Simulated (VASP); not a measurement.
# TiAl (P4/mmm) in VASP: a series of runs

Runs on TiAl. Level: PBEsol. Tasks: single point.

All numbers are computed with VASP 6.6.1; they aren't measurements. Logs are shortened: lines on timing, memory, paths and dates and some standing lists are left out, and cuts for length are marked.

### 1 The cell of the first run

The structure is tetragonal, space group P4/mmm (No. 123). The conventional cell has a = 3.569 Å, b = 3.569 Å, c = 2.523 Å, α = 90.00°, β = 90.00°, γ = 90.00°. Within 3.3 Å of Ti (site symmetry 4/mmm) lie 2 Ti at 2.52 Å and 8 Al at 2.82 Å. Within 3.3 Å of Al (site symmetry 4/mmm) lie 2 Al at 2.52 Å and 8 Ti at 2.82 Å.

### 2 Single point, PBEsol

INCAR reads:

```
SYSTEM = TiAl
  PREC = Accurate
  ENCUT = 520
  EDIFF = 1E-6
  ISMEAR = 0
  SIGMA = 0.15
  LREAL = .FALSE.
  LASPH = .TRUE.
  NELM = 80
  ALGO = Fast
  ISIF = 2
  LWAVE = .FALSE.
  LCHARG = .TRUE.
  GGA = PS
  LELF = .TRUE.
  LVHAR = .TRUE.
  NBANDS = 14
```

KPOINTS reads:

```
regular mesh
0
G
  16 16 16
  0 0 0
```

POSCAR reads:

```
TiAl
1.0
    3.5685583292      0.0000000000      0.0000000000
    0.0000000000      3.5685583292      0.0000000000
    0.0000000000      0.0000000000      2.5229707387
Ti Al
1 1
Direct
    0.0000000000      0.0000000000      0.0000000000
    0.5000000000      0.5000000000      0.5000000000
```

Potentials or basis: VASP PAW PBE potentials, release 64 (Ti_sv, Al).

On the command line:

```bash
$ cat potpaw_PBE.64/Ti_sv/POTCAR potpaw_PBE.64/Al/POTCAR > POTCAR
$ mpirun -np 1 vasp_std > vasp.out
```

OUTCAR:

```text
SYSTEM = TiAl
   PREC = Accurate
   ENCUT = 520
   EDIFF = 1E-6
   ISMEAR = 0
   LREAL = .FALSE.
   LASPH = .TRUE.
   NELM = 80
   ISIF = 2
   GGA = PS

 ion  position               nearest neighbor table
   1  0.000  0.000  0.000-   2 2.82   2 2.82   2 2.82   2 2.82   2 2.82   2 2.82   2 2.82   2 2.82

   2  0.500  0.500  0.500-   1 2.82   1 2.82   1 2.82   1 2.82   1 2.82   1 2.82   1 2.82   1 2.82

  LATTYP: Found a simple tetragonal cell.
 ALAT       =     3.5685583292
 C/A-ratio  =     0.7070000000

  Lattice vectors:

 A1 = (   3.5685583292,   0.0000000000,   0.0000000000)
 A2 = (   0.0000000000,   3.5685583292,   0.0000000000)
 A3 = (   0.0000000000,   0.0000000000,   2.5229707387)

Analysis of symmetry for initial positions (statically):
=====================================================================
 Subroutine PRICEL returns:
 Original cell was already a primitive cell.

 Routine SETGRP: Setting up the symmetry group for a
 simple tetragonal supercell.

 Subroutine GETGRP returns: Found 16 space group operations
 (whereof 16 operations were pure point group operations)
 out of a pool of 16 trial point group operations.

The static configuration has the point symmetry D_4h.

Analysis of symmetry for dynamics (positions and initial velocities):
=====================================================================
 Subroutine PRICEL returns:
 Original cell was already a primitive cell.

 Routine SETGRP: Setting up the symmetry group for a
 simple tetragonal supercell.

 Subroutine GETGRP returns: Found 16 space group operations
 (whereof 16 operations were pure point group operations)
 out of a pool of 16 trial point group operations.

The dynamic configuration has the point symmetry D_4h.

 Subroutine INISYM returns: Found 16 space group operations
 (whereof 16 operations are pure point group operations),
 and found     1 'primitive' translations

----------------------------------------------------------------------------------------

                                     Primitive cell

  volume of cell :      32.1290

  direct lattice vectors                    reciprocal lattice vectors
     3.568558329  0.000000000  0.000000000     0.280225208  0.000000000  0.000000000
     0.000000000  3.568558329  0.000000000     0.000000000  0.280225208  0.000000000
     0.000000000  0.000000000  2.522970739     0.000000000  0.000000000  0.396358144

  length of vectors
     3.568558329  3.568558329  2.522970739     0.280225208  0.280225208  0.396358144

  position of ions in fractional coordinates (direct lattice)
     0.000000000  0.000000000  0.000000000
     0.500000000  0.500000000  0.500000000

  ion indices of the primitive-cell ions
   primitive index   ion index
                 1           1
                 2           2

----------------------------------------------------------------------------------------

 KPOINTS: regular mesh

Automatic generation of k-mesh.
 Grid dimensions read from file:
 generate k-points for:   16   16   16

 Generating k-lattice:

  Cartesian coordinates                     Fractional coordinates (reciprocal lattice)
     0.017514075  0.000000000  0.000000000     0.062500000  0.000000000  0.000000000
     0.000000000  0.017514075  0.000000000     0.000000000  0.062500000  0.000000000
     0.000000000  0.000000000  0.024772384     0.000000000  0.000000000  0.062500000

  Length of vectors
     0.017514075  0.017514075  0.024772384

  Shift w.r.t. Gamma in fractional coordinates (k-lattice)
     0.000000000  0.000000000  0.000000000

 Subroutine IBZKPT returns following result:
 ===========================================

 Found    405 irreducible k-points:

 Following reciprocal coordinates:
            Coordinates               Weight
  0.000000  0.000000  0.000000      1.000000
  0.062500  0.000000  0.000000      4.000000
  0.125000  0.000000  0.000000      4.000000
  0.187500  0.000000  0.000000      4.000000
  0.250000  0.000000  0.000000      4.000000
  0.312500  0.000000  0.000000      4.000000
[... 16 lines left out ...]
  0.437500  0.125000  0.000000      8.000000
  0.500000  0.125000  0.000000      4.000000
 [... further k-points ...]
   k-points           NKPTS =    405   k-points in BZ     NKDIM =    405   number of bands    NBANDS=     14
   number of dos      NEDOS =    301   number of ions     NIONS =      2
   total plane-waves  NPLWV =  15680
   dimension x,y,z NGX =    28 NGY =   28 NGZ =   20
   dimension x,y,z NGXF=    56 NGYF=   56 NGZF=   40
   ions per type =               1   1
   NGX,Y,Z   is equivalent  to a cutoff of  13.04, 13.04, 13.18 a.u.
   NGXF,Y,Z  is equivalent  to a cutoff of  26.09, 26.09, 26.36 a.u.
 SYSTEM =  TiAl
   PREC   = accura    normal or accurate (medium, high low for compatibility)
   ISTART =      0    job   : 0-new  1-cont  2-samecut
   ICHARG =      2    charge: 1-file 2-atom 10-const
   ISPIN  =      1    spin polarized calculation?
   LNONCOLLINEAR =      F non collinear calculations
   LSORBIT =      F    spin-orbit coupling
   LASPH  =      T    aspherical Exc in radial PAW
   ENCUT  =  520.0 eV  38.22 Ry    6.18 a.u.   6.64  6.64  4.69*2*pi/ulx,y,z
   NELM   =     80;   NELMIN=  2; NELMDL= -5     # of ELM steps
   EDIFF  = 0.1E-05   stopping-criterion for ELM
   LREAL  =      F    real-space projection
   EDIFFG = 0.1E-04   stopping-criterion for IOM
   NSW    =      0    number of steps for IOM
   IBRION =     -1    ionic relax: 0-MD 1-quasi-New 2-CG
   NFREE  =      0    steps in history (QN), initial steepest desc. (CG)
   ISIF   =      2    stress and relaxation
   ISYM   =      2    0-nonsym 1-usesym 2-fastsym
   POTIM  = 0.5000    time-step for ionic-motion
   TEBEG  =    0.0;   TEEND  =   0.0 temperature during run
   PSTRESS=    0.0 pullay stress
   NELECT =      15.0000    total number of electrons
   NUPDOWN=      -1.0000    fix difference up-down
   EMIN   =  10.00;   EMAX   =-10.00  energy-range for DOS
   EFERMI =   0.00;   METHOD = LEGACY
   ISMEAR =     0;   SIGMA  =   0.15  broadening in eV -4-tet -1-fermi 0-gaus
   EFERMI_NEDOS =   21; number of points for ismear=-14 and -15
   IALGO  =     68    algorithm
   IMIX   =      4    mixing-type and parameters
     AMIX     =   0.40;   BMIX     =  1.00
     AMIX_MAG =   1.60;   BMIX_MAG =  1.00
  volume/ion in A,a.u.               =      16.06       108.41
  Fermi-wavevector in a.u.,A,eV,Ry     =   1.270007  2.399964 21.945065  1.612917
  Thomas-Fermi vector in A             =   2.403017
   LORBIT       =      0    0 simple, 1 ext, 2 COOP (PROOUT), +10 PAW based schemes
   GGA     = PS    functional components
   LHFCALC =     F    Hartree Fock is set to
   AEXX    =    0.0000 exact exchange contribution
   IVDW    =     0    specifies the selected vdW correction
   LEPSILON=     F    determine dielectric tensor
   LRPA    =     F    only Hartree local field effects (RPA)
 non-spin polarized calculation
 RMM-DIIS sequential band-by-band and
 Gauss-broadening in eV      SIGMA  =   0.15
  energy-cutoff  :      520.00
  volume of cell :       32.13
 maximum number of plane-waves:       889
 NGX is ok and might be reduce to    28

 number of electron      15.0000007 magnetization

 Free energy of the ion-electron system (eV)
  ---------------------------------------------------
  ext. energy  EPLUGINS =         0.00000000
  ---------------------------------------------------
  free energy    TOTEN  =       -12.77702410 eV

  energy without entropy =      -12.75274707  energy(sigma->0) =      -12.76488558

 E-fermi :   8.4465     XC(G=0): -11.1450

 val. band max:        8.4428892967   @ k =   0.3750   0.1875   0.3750
 cond. band min:       8.4496609963   @ k =   0.1875   0.1875   0.1875
 fundamental gap:      0.0067716995
 Fermi energy:         8.4464707883

 k-point     1 :       0.0000    0.0000    0.0000
  band No.  band energies     occupation
      1     -47.9666      2.00000
      2     -24.3723      2.00000
      3     -24.3723      2.00000
      4     -23.5854      2.00000
      5      -0.7048      2.00000
      6       6.8045      2.00000
      7       7.0623      2.00000
      8       9.3167      0.00000
      9      10.1870      0.00000
     10      10.1870      0.00000
     11      11.7192      0.00000
     12      11.7192      0.00000
     13      14.5470      0.00000
     14      16.9474      0.00000

 k-point     2 :       0.0625    0.0000    0.0000
  band No.  band energies     occupation
      1     -47.9665      2.00000
      2     -24.3747      2.00000
      3     -24.3721      2.00000
      4     -23.5853      2.00000
      5      -0.6566      2.00000
      6       6.7452      2.00000
      7       7.0549      2.00000
      8       9.0779      0.00000
      9      10.0728      0.00000
     10      10.4771      0.00000
     11      11.7070      0.00000
     12      11.7209      0.00000
     13      14.7216      0.00000
     14      16.9757      0.00000

 k-point     3 :       0.1250    0.0000    0.0000
  band No.  band energies     occupation
      1     -47.9661      2.00000
      2     -24.3814      2.00000
      3     -24.3715      2.00000
      4     -23.5850      2.00000
      5      -0.5133      2.00000
      6       6.5072      2.00000
      7       7.0746      2.00000
      8       8.6804      0.02745
      9       9.8523      0.00000
     10      11.0282      0.00000
     11      11.6724      0.00000
     12      11.7259      0.00000
     13      15.0305      0.00000
     14      17.1690      0.00000

 k-point     4 :       0.1875    0.0000    0.0000
  band No.  band energies     occupation
      1     -47.9655      2.00000
      2     -24.3914      2.00000
      3     -24.3706      2.00000
      4     -23.5846      2.00000
      5      -0.2784      2.00000
      6       6.0571      2.00000
      7       7.1339      2.00000
      8       8.3025      1.82524
      9       9.7147      0.00000
     10      11.6216      0.00000
     11      11.6620      0.00000
     12      11.7333      0.00000
     13      15.0878      0.00000
     14      17.7402      0.00000

 k-point     5 :       0.2500    0.0000    0.0000
  band No.  band energies     occupation
      1     -47.9648      2.00000
      2     -24.4031      2.00000
      3     -24.3696      2.00000
      4     -23.5842      2.00000
      5       0.0414      2.00000
      6       5.4464      2.00000
      7       7.2099      2.00000
      8       7.9782      1.99999
      9       9.7341      0.00000
     10      11.5629      0.00000
     11      11.7421      0.00000
[... 276 lines left out ...]
 k-point    22 :       0.3750    0.1250    0.0000
  band No.  band energies     occupation
      1     -47.9630      2.00000
      2     -24.4236      2.00000
      3     -24.3763      2.00000
      4     -23.5830      2.00000
      5       1.0056      2.00000
      6       4.2257      2.00000
      7       7.0370      2.00000
      8       7.4503      2.00000
      9      10.2679      0.00000
     10      11.4669      0.00000
     11      11.7145      0.00000
     12      12.6928      0.00000
     13      14.6578      0.00000
     14      17.2819      0.00000

 k-point    23 :       0.4375    0.1250    0.0000
  band No.  band energies     occupation
      1     -47.9626      2.00000
      2     -24.4302      2.00000
      3     -24.3756      2.00000
      4     -23.5828      2.00000
      5       1.3989      2.00000
      6       3.6788      2.00000
      7       7.0759      2.00000
      8       7.3963      2.00000
      9      10.3775      0.00000
     10      11.4358      0.00000
     11      11.7198      0.00000
     12      13.0167      0.00000
     13      14.3002      0.00000
     14      16.9779      0.00000

 k-point    24 :       0.5000    0.1250    0.0000
  band No.  band energies     occupation
      1     -47.9625      2.00000
      2     -24.4325      2.00000
      3     -24.3754      2.00000
      4     -23.5827      2.00000
      5       1.5870      2.00000
      6       3.4381      2.00000
      7       7.0869      2.00000
      8       7.3800      2.00000
      9      10.4275      0.00000
     10      11.4249      0.00000
     11      11.7217      0.00000
     12      13.1378      0.00000
     13      14.1652      0.00000
     14      16.8681      0.00000

 [... further k-points ...]
[... 5 lines left out ...]
  --------------------------------------------------------------------------------------
  -------------------------------------------------------------------------------------
  Total       -0.9737917     -0.9737917      3.0681769      0.0000000     -0.0000000      0.0000000
  in kB      -48.5600190    -48.5600190    153.0006097      0.0000000     -0.0000000      0.0000000
  external PRESSURE =      18.6268572 kB  Pullay stress =       0.0000000 kB

 VOLUME and BASIS-vectors are now :
 -----------------------------------------------------------------------------
  energy-cutoff  :      520.00
  volume of cell :       32.13
      direct lattice vectors                 reciprocal lattice vectors
     3.568558329  0.000000000  0.000000000     0.280225208  0.000000000  0.000000000
     0.000000000  3.568558329  0.000000000     0.000000000  0.280225208  0.000000000
     0.000000000  0.000000000  2.522970739     0.000000000  0.000000000  0.396358144

 POSITION                                       TOTAL-FORCE (eV/Angst)
 -----------------------------------------------------------------------------------
      0.00000      0.00000      0.00000         0.000000      0.000000      0.000000
      1.78428      1.78428      1.26149         0.000000      0.000000      0.000000
 -----------------------------------------------------------------------------------
    total drift:                                0.000000     -0.000000     -0.000000

  FREE ENERGIE OF THE ION-ELECTRON SYSTEM (eV)
  ---------------------------------------------------
  free  energy   TOTEN  =       -12.7770240997 eV

  energy  without entropy=      -12.7527470696  energy(sigma->0) =      -12.76488558
```

Wall time 2.8 min (1 thread of AMD EPYC 9R45 (Zen 5), shared host); peak memory 0.26 GiB.

Results:

| Item | Value |
| --- | --- |
| Free energy | -12.7770 eV |
| Pressure | 1.9 GPa |
| Band gap on the k mesh | zero (an odd number of electrons rules out a gap without spin polarisation) |

Stress tensor (GPa, compression positive):
```
-4.86  0.00  0.00
 0.00 -4.86  0.00
 0.00  0.00 15.30
```

Caveat: the PAW data sets were made with another functional, which shifts forces and pressure a little.

### 3 Single point, PBEsol

This run uses another cell than the first one, of the same volume but with other edges.

INCAR reads:

```
PREC = Accurate ; ENCUT = 520
EDIFF = 1E-6 ; ISMEAR = 0
SIGMA = 0.15 ; LREAL = False
LASPH = True ; NELM = 80
ALGO = Fast ; ISIF = 2
LWAVE = False ; LCHARG = False
GGA = PS ; NBANDS = 14
```

KPOINTS reads:

```
Automatic mesh
0
Gamma
  16 16 16
```

POSCAR reads:

```
TiAl
1.0
    2.8323666229      0.0000000000      0.0000000000
    0.0000000000      2.8323666229      0.0000000000
    0.0000000000      0.0000000000      4.0049664048
Ti Al
1 1
Direct
    0.0000000000      0.0000000000      0.0000000000
    0.5000000000      0.5000000000      0.5000000000
```

Potentials or basis: VASP PAW PBE potentials, release 64 (Ti_sv, Al).

On the command line:

```bash
$ cat potpaw_PBE.64/Ti_sv/POTCAR potpaw_PBE.64/Al/POTCAR > POTCAR
$ mpirun -np 1 vasp_std > vasp.out
```

Wall time 3 min (1 thread of AMD EPYC 9R45 (Zen 5), shared host); peak memory 0.27 GiB.

Results (log left out):

```yaml
Free_energy: -13.2535 eV
Pressure: -2.1 GPa
Band_gap_on_the_k_mesh: zero (an odd number of electrons rules out a gap without spin polarisation)
```

Stress tensor (GPa, compression positive):
```
-2.72  0.00  0.00
 0.00 -2.72  0.00
 0.00  0.00 -0.99
```

Levels at points of the mesh, in eV from the Fermi level:
| k point | band 4 | band 5 | band 6 | band 7 | band 8 | band 9 | band 10 | band 11 | band 12 | band 13 |
| --- | --- | --- | --- | --- | --- | --- | --- | --- | --- | --- |
| (0.00, 0.00, 0.00) | -32.45 | -9.06 | -1.86 | -0.85 | -0.14 | 2.13 | 2.13 | 3.25 | 6.45 | 8.22 |
| (0.50, 0.00, 0.00) | -32.40 | -4.60 | -4.58 | -1.65 | -0.26 | 1.67 | 2.49 | 4.44 | 5.29 | 5.44 |
| (0.50, 0.50, 0.00) | -32.77 | -3.29 | -0.52 | -0.52 | -0.50 | -0.21 | -0.21 | 4.21 | 5.06 | 6.10 |
| (0.00, 0.00, 0.50) | -32.44 | -7.50 | -5.27 | -0.66 | 0.74 | 1.74 | 1.74 | 3.26 | 7.86 | 9.62 |
| (0.50, 0.00, 0.50) | -32.40 | -4.95 | -2.90 | -1.22 | -1.17 | 1.45 | 1.73 | 2.24 | 3.97 | 5.66 |
| (0.50, 0.50, 0.50) | -32.78 | -2.57 | -2.34 | -2.34 | 1.76 | 2.16 | 2.70 | 4.13 | 4.13 | 5.19 |

Caveat: the PAW data sets were made with another functional, which shifts forces and pressure a little.
